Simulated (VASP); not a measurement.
# CSe2 (Cmce) in VASP: further runs

CSe2 is run at these levels: revpbe exchange, lda correlation; tasks: electric field gradients.

All numbers are computed with VASP 6.6.1; they aren't measurements. Logs are shortened: lines on timing, memory, paths and dates and some standing lists are left out, and cuts for length are marked.

**1. The cell of the first run**

It takes space group Cmce (No. 64, orthorhombic). The conventional cell has a = 7.140 Å, b = 5.990 Å, c = 9.463 Å, α = 90.00°, β = 90.00°, γ = 90.00°. C (site symmetry 2/m) has 2 Se at 1.71 Å within 2.3 Å. Within 2.3 Å of Se (site symmetry m) lie 1 C at 1.71 Å.

**2. Electric field gradients, revpbe exchange, lda correlation**

INCAR

```
PREC = Accurate ; ENCUT = 520
EDIFF = 1E-8 ; ISMEAR = 0
SIGMA = 0.01 ; LREAL = False
LASPH = True ; NELM = 120
ALGO = Normal ; ISIF = 2
LWAVE = False ; LCHARG = False
GGA = LIBXC ; LIBXC1 = GGA_X_PBE_R
LIBXC2 = LDA_C_PW ; LEFG = True
NBANDS = 25 ; GGA_COMPAT = False
```

KPOINTS

```
Automatic mesh
0
Gamma
  5 5 3
```

POSCAR

```
CSe2
1.0
    3.5697670000     -2.9947800000      0.0000000000
    3.5697670000      2.9947800000      0.0000000000
    0.0000000000      0.0000000000      9.4626520000
C Se
2 4
Direct
    0.5000000000      0.5000000000      0.5000000000
    0.0000000000      0.0000000000      0.0000000000
    0.7124220000      0.2875780000      0.6206150000
    0.2875780000      0.7124220000      0.3793850000
    0.7875780000      0.2124220000      0.1206150000
    0.2124220000      0.7875780000      0.8793850000
```

Potentials or basis: VASP PAW PBE potentials, release 64 (C, Se).

The run is started by

```sh
$ cat potpaw_PBE.64/C/POTCAR potpaw_PBE.64/Se/POTCAR > POTCAR
$ mpirun -np 1 vasp_std > vasp.out
```

OUTCAR:

```text
PREC = Accurate
   ENCUT = 520
   EDIFF = 1E-8
   ISMEAR = 0
   LREAL = False
   LASPH = True
   NELM = 120
   ISIF = 2
   GGA = LIBXC

 ion  position               nearest neighbor table
   1  0.500  0.500  0.500-   3 1.71   4 1.71
   2  0.000  0.000  0.000-   5 1.71   6 1.71
   3  0.712  0.288  0.621-   1 1.71
   4  0.288  0.712  0.379-   1 1.71
   5  0.788  0.212  0.121-   2 1.71
   6  0.212  0.788  0.879-   2 1.71

  LATTYP: Found a base centered orthorhombic cell.
 ALAT       =     5.9895600000
 B/A-ratio  =     1.1919964071
 C/A-ratio  =     1.5798576189

  Lattice vectors:

 A1 = (  -3.5697670000,  -2.9947800000,   0.0000000000)
 A2 = (   3.5697670000,  -2.9947800000,   0.0000000000)
 A3 = (   0.0000000000,   0.0000000000,   9.4626520000)

Analysis of symmetry for initial positions (statically):
=====================================================================
 Subroutine PRICEL returns:
 Original cell was already a primitive cell.

 Routine SETGRP: Setting up the symmetry group for a
 base centered orthorhombic supercell.

 Subroutine GETGRP returns: Found  8 space group operations
 (whereof  4 operations were pure point group operations)
 out of a pool of  8 trial point group operations.

The static configuration has the point symmetry C_2h.
 The point group associated with its full space group is D_2h.

Analysis of symmetry for dynamics (positions and initial velocities):
=====================================================================
 Subroutine PRICEL returns:
 Original cell was already a primitive cell.

 Routine SETGRP: Setting up the symmetry group for a
 base centered orthorhombic supercell.

 Subroutine GETGRP returns: Found  8 space group operations
 (whereof  4 operations were pure point group operations)
 out of a pool of  8 trial point group operations.

The dynamic configuration has the point symmetry C_2h.
 The point group associated with its full space group is D_2h.

 Subroutine INISYM returns: Found  8 space group operations
 (whereof  4 operations are pure point group operations),
 and found     1 'primitive' translations

[... 147 lines left out ...]
 fundamental gap:      2.4209027936
 Fermi energy:        -0.9494754602

 k-point     1 :       0.0000    0.0000    0.0000
  band No.  band energies     occupation
      1     -15.7929      2.00000
      2     -15.6854      2.00000
      3     -13.9335      2.00000
      4     -13.7719      2.00000
      5      -8.2197      2.00000
      6      -7.9642      2.00000
[... 493 lines left out ...]
     24       6.3649      0.00000
     25       7.3976      0.00000

------------------------ aborting loop because EDIFF is reached ----------------------------------------

  FORCE on cell =-STRESS in cart. coord.  units (eV):
  Direction    XX          YY          ZZ          XY          YZ          ZX
  --------------------------------------------------------------------------------------
  -------------------------------------------------------------------------------------
  Total        2.6886841      3.7708699      3.5271882      0.0000000      0.0000000      0.0000000
  in kB       21.2913258     29.8610086     27.9313259      0.0000000      0.0000000      0.0000000
  external PRESSURE =      26.3612201 kB  Pullay stress =       0.0000000 kB

 VOLUME and BASIS-vectors are now :
 -----------------------------------------------------------------------------
  energy-cutoff  :      520.00
  volume of cell :      202.32
      direct lattice vectors                 reciprocal lattice vectors
     3.569767000 -2.994780000  0.000000000     0.140065164 -0.166957172  0.000000000
     3.569767000  2.994780000  0.000000000     0.140065164  0.166957172  0.000000000
     0.000000000  0.000000000  9.462652000     0.000000000  0.000000000  0.105678619

 POSITION                                       TOTAL-FORCE (eV/Angst)
 -----------------------------------------------------------------------------------
      3.56977      0.00000      4.73133         0.000000      0.000000      0.000000
      0.00000      0.00000      0.00000        -0.000000      0.000000      0.000000
      3.56977     -1.27231      5.87266         0.000000     -0.173409      0.170447
      3.56977      1.27231      3.58999         0.000000      0.173409     -0.170447
      3.56977     -1.72247      1.14134         0.000000      0.173409      0.170447
      3.56977      1.72247      8.32131         0.000000     -0.173409     -0.170447
 -----------------------------------------------------------------------------------
    total drift:                                0.000000      0.000000      0.000000

  FREE ENERGIE OF THE ION-ELECTRON SYSTEM (eV)
  ---------------------------------------------------
  free  energy   TOTEN  =       -24.3486708964 eV

  energy  without entropy=      -24.3486708964  energy(sigma->0) =      -24.34867090

 Electric field gradients (V/A^2)
---------------------------------------------------------------------
 ion       V_xx      V_yy      V_zz      V_xy      V_xz      V_yz
---------------------------------------------------------------------
   1      18.520   -12.286    -6.234    -0.000    -0.000    28.373
   2      18.520   -12.286    -6.234     0.000    -0.000   -28.373
   3    -144.395    93.961    50.434    -0.000     0.000  -203.564
   4    -144.395    93.961    50.434     0.000    -0.000  -203.564
   5    -144.395    93.961    50.434     0.000     0.000   203.564
   6    -144.395    93.961    50.434     0.000     0.000   203.564
---------------------------------------------------------------------

 Electric field gradients after diagonalization (V/A^2)
 (convention: |V_zz| > |V_xx| > |V_yy|)
----------------------------------------------------------------------
 ion       V_xx      V_yy      V_zz     asymmetry (V_yy - V_xx)/ V_zz
----------------------------------------------------------------------
   1      19.274    18.520   -37.794       0.020
   2      19.274    18.520   -37.794       0.020
   3    -144.395  -132.527   276.922       0.043
   4    -144.395  -132.527   276.922       0.043
   5    -144.395  -132.527   276.922       0.043
   6    -144.395  -132.527   276.922       0.043
----------------------------------------------------------------------

           NMR quadrupolar parameters

 Cq : quadrupolar parameter    Cq=e*Q*V_zz/h
 eta: asymmetry parameters     (V_yy - V_xx)/ V_zz
 Q  : nuclear electric quadrupole moment in mb (millibarn)
----------------------------------------------------------------------
 ion       Cq(MHz)       eta       Q (mb)
----------------------------------------------------------------------
   1      -0.091       0.020       1.000
   2      -0.091       0.020       1.000
   3       0.670       0.043       1.000
   4       0.670       0.043       1.000
   5       0.670       0.043       1.000
   6       0.670       0.043       1.000
----------------------------------------------------------------------
```

Run time: 100 s. Hardware: 1 thread of Intel Xeon Platinum 8259CL at 2.50GHz (Skylake/Cascade Lake), shared host; peak memory 0.29 GiB.

What came out:

- Free energy: -24.3487 eV
- Pressure: 2.6 GPa
- Largest force: 0.243 eV/Å
- Band gap on the k mesh: 2.42 eV (least direct gap 2.49 eV)
- Largest electric field gradient by atom: C -37.8; Se +276.9 V/Å²

Forces on the atoms (eV/Å):
```
C    0.000  0.000  0.000
C    0.000  0.000  0.000
Se   0.000 -0.173  0.170
Se   0.000  0.173 -0.170
Se   0.000  0.173  0.170
Se   0.000 -0.173 -0.170
```

Levels at points of the mesh, in eV from the valence-band top:
```tsv
k point	band 12	band 13	band 14	band 15	band 16	band 17	band 18	band 19	band 20	band 21
(0.00, 0.00, 0.00)	-2.37	-0.93	-0.70	-0.65	-0.32	2.42	2.67	2.92	3.31	4.62
```

Electric field gradients, principal values (V/Å²):
```
atom     least    middle  greatest (by size)
 1 C    18.520    19.274             -37.794
 2 C    18.520    19.274             -37.794
3 Se  -132.527  -144.395             276.922
4 Se  -132.527  -144.395             276.922
5 Se  -132.527  -144.395             276.922
6 Se  -132.527  -144.395             276.922
```

Caveat: this functional lacks dispersion, which holds the molecules together, so the pressure and a relaxed volume are unreliable; without QUAD_EFG the Cq values of the log hold for a quadrupole moment of 1 mb, not for the nuclei; the PAW data sets were made with another functional, which shifts forces and pressure a little. A k mesh can miss the band edges.

**3. Electric field gradients, revpbe exchange, lda correlation**

INCAR

```
SYSTEM = CSe2
  PREC = Accurate
  ENCUT = 520
  EDIFF = 1E-8
  ISMEAR = 0
  SIGMA = 0.01
  LREAL = .False.
  LASPH = .True.
  NELM = 120
  ALGO = Normal
  ISIF = 2
  LWAVE = .False.
  LCHARG = .False.
  GGA = LIBXC
  LIBXC1 = GGA_X_PBE_R
  LIBXC2 = LDA_C_PW
  LEFG = .True.
  NBANDS = 25
  GGA_COMPAT = .False.
```

KPOINTS

```
regular mesh
0
Gamma
  5 5 3
  0 0 0
```

POSCAR is that of step 2.

Potentials or basis: VASP PAW PBE potentials, release 64 (C, Se).

The run is started by

```sh
$ cat potpaw_PBE.64/C/POTCAR potpaw_PBE.64/Se/POTCAR > POTCAR
$ mpirun -np 1 vasp_std > vasp.out
```

OUTCAR:

```text
SYSTEM = CSe2
   PREC = Accurate
   ENCUT = 520
   EDIFF = 1E-8
   ISMEAR = 0
   LREAL = .False.
   LASPH = .True.
   NELM = 120
   ISIF = 2
   GGA = LIBXC

 ion  position               nearest neighbor table
   1  0.500  0.500  0.500-   3 1.71   4 1.71
   2  0.000  0.000  0.000-   5 1.71   6 1.71
   3  0.712  0.288  0.621-   1 1.71
   4  0.288  0.712  0.379-   1 1.71
   5  0.788  0.212  0.121-   2 1.71
   6  0.212  0.788  0.879-   2 1.71

  LATTYP: Found a base centered orthorhombic cell.
 ALAT       =     5.9895600000
 B/A-ratio  =     1.1919964071
 C/A-ratio  =     1.5798576189

  Lattice vectors:

 A1 = (  -3.5697670000,  -2.9947800000,   0.0000000000)
 A2 = (   3.5697670000,  -2.9947800000,   0.0000000000)
 A3 = (   0.0000000000,   0.0000000000,   9.4626520000)

Analysis of symmetry for initial positions (statically):
=====================================================================
 Subroutine PRICEL returns:
 Original cell was already a primitive cell.

 Routine SETGRP: Setting up the symmetry group for a
 base centered orthorhombic supercell.

 Subroutine GETGRP returns: Found  8 space group operations
 (whereof  4 operations were pure point group operations)
 out of a pool of  8 trial point group operations.

The static configuration has the point symmetry C_2h.
 The point group associated with its full space group is D_2h.

Analysis of symmetry for dynamics (positions and initial velocities):
=====================================================================
 Subroutine PRICEL returns:
 Original cell was already a primitive cell.

 Routine SETGRP: Setting up the symmetry group for a
[... 673 lines left out ...]
  Total        2.6886841      3.7708699      3.5271882      0.0000000      0.0000000      0.0000000
  in kB       21.2913258     29.8610086     27.9313259      0.0000000      0.0000000      0.0000000
  external PRESSURE =      26.3612201 kB  Pullay stress =       0.0000000 kB

 VOLUME and BASIS-vectors are now :
 -----------------------------------------------------------------------------
  energy-cutoff  :      520.00
  volume of cell :      202.32
      direct lattice vectors                 reciprocal lattice vectors
     3.569767000 -2.994780000  0.000000000     0.140065164 -0.166957172  0.000000000
     3.569767000  2.994780000  0.000000000     0.140065164  0.166957172  0.000000000
     0.000000000  0.000000000  9.462652000     0.000000000  0.000000000  0.105678619

 POSITION                                       TOTAL-FORCE (eV/Angst)
 -----------------------------------------------------------------------------------
      3.56977      0.00000      4.73133         0.000000      0.000000      0.000000
      0.00000      0.00000      0.00000        -0.000000      0.000000      0.000000
      3.56977     -1.27231      5.87266         0.000000     -0.173409      0.170447
      3.56977      1.27231      3.58999         0.000000      0.173409     -0.170447
      3.56977     -1.72247      1.14134         0.000000      0.173409      0.170447
      3.56977      1.72247      8.32131         0.000000     -0.173409     -0.170447
 -----------------------------------------------------------------------------------
    total drift:                                0.000000      0.000000      0.000000

  FREE ENERGIE OF THE ION-ELECTRON SYSTEM (eV)
  ---------------------------------------------------
  free  energy   TOTEN  =       -24.3486708964 eV

  energy  without entropy=      -24.3486708964  energy(sigma->0) =      -24.34867090

 Electric field gradients (V/A^2)
---------------------------------------------------------------------
 ion       V_xx      V_yy      V_zz      V_xy      V_xz      V_yz
---------------------------------------------------------------------
   1      18.520   -12.286    -6.234    -0.000    -0.000    28.373
   2      18.520   -12.286    -6.234     0.000    -0.000   -28.373
   3    -144.395    93.961    50.434    -0.000     0.000  -203.564
   4    -144.395    93.961    50.434     0.000    -0.000  -203.564
   5    -144.395    93.961    50.434     0.000     0.000   203.564
   6    -144.395    93.961    50.434     0.000     0.000   203.564
---------------------------------------------------------------------

 Electric field gradients after diagonalization (V/A^2)
 (convention: |V_zz| > |V_xx| > |V_yy|)
----------------------------------------------------------------------
 ion       V_xx      V_yy      V_zz     asymmetry (V_yy - V_xx)/ V_zz
----------------------------------------------------------------------
   1      19.274    18.520   -37.794       0.020
   2      19.274    18.520   -37.794       0.020
   3    -144.395  -132.527   276.922       0.043
   4    -144.395  -132.527   276.922       0.043
   5    -144.395  -132.527   276.922       0.043
   6    -144.395  -132.527   276.922       0.043
----------------------------------------------------------------------

           NMR quadrupolar parameters

 Cq : quadrupolar parameter    Cq=e*Q*V_zz/h
 eta: asymmetry parameters     (V_yy - V_xx)/ V_zz
 Q  : nuclear electric quadrupole moment in mb (millibarn)
----------------------------------------------------------------------
 ion       Cq(MHz)       eta       Q (mb)
----------------------------------------------------------------------
   1      -0.091       0.020       1.000
   2      -0.091       0.020       1.000
   3       0.670       0.043       1.000
   4       0.670       0.043       1.000
   5       0.670       0.043       1.000
   6       0.670       0.043       1.000
----------------------------------------------------------------------
```

It took 98 s on 1 thread of Intel Xeon Platinum 8259CL at 2.50GHz (Skylake/Cascade Lake), shared host; peak memory 0.29 GiB.

What came out:

```yaml
Free_energy: -24.3487 eV
Pressure: 2.6 GPa
Largest_force: 0.243 eV/Å
Band_gap_on_the_k_mesh: 2.42 eV (least direct gap 2.49 eV)
Largest_electric_field_gradient_by_atom: C -37.8; Se +276.9 V/Å²
```

Forces on the atoms (eV/Å):
```
C    0.000  0.000  0.000
C    0.000  0.000  0.000
Se   0.000 -0.173  0.170
Se   0.000  0.173 -0.170
Se   0.000  0.173  0.170
Se   0.000 -0.173 -0.170
```

Electric field gradients, principal values (V/Å²):
| atom | least | middle | greatest (by size) |
| --- | --- | --- | --- |
| 1 C | 18.520 | 19.274 | -37.794 |
| 2 C | 18.520 | 19.274 | -37.794 |
| 3 Se | -132.527 | -144.395 | 276.922 |
| 4 Se | -132.527 | -144.395 | 276.922 |
| 5 Se | -132.527 | -144.395 | 276.922 |
| 6 Se | -132.527 | -144.395 | 276.922 |

Caveat: this functional lacks dispersion, which holds the molecules together, so the pressure and a relaxed volume are unreliable; without QUAD_EFG the Cq values of the log hold for a quadrupole moment of 1 mb, not for the nuclei; the PAW data sets were made with another functional, which shifts forces and pressure a little.
